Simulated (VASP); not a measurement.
Crystal: ZrO2.

```
Zr O
1.0
     0.00000    2.54471    2.66966
     2.54471    0.00000    2.66966
     2.54471    2.54471    0.00000
Zr O
1 2
Direct
  0.00000 0.00000 0.00000
  0.25000 0.25000 0.25000
  0.75000 0.75000 0.75000
```

This cell differs from its parent crystal: uniaxial z strain +4.9%.

Base run:

* Program: VASP 6.6.1
* Functional: r2SCAN
* Potentials or basis: VASP PAW PBE potentials, release 64 (Zr_sv, O)
* Cutoff: 660 eV
* k mesh: 8 × 8 × 8
* Occupations: gaussian, width 0.01 eV
* Spin: no spin polarisation

Its results: band gap on the k mesh 3.27 eV (least direct gap 3.78 eV); pressure -11.1 GPa.

**Question.** The run is repeated on the same cell with these changes: functional from r2SCAN to PBE; cutoff from 660 eV to 600 eV; occupations from gaussian, width 0.01 eV to fermi-dirac, width 0.02 eV. What comes out?

**Answer.** Band gap on the k mesh 2.78 eV (least direct gap 3.27 eV); pressure -7.0 GPa.

Caveats: the cell stands under tension; the PAW data sets were made with another functional, which shifts forces and pressure a little (at least some runs).

A k mesh can miss the band edges.
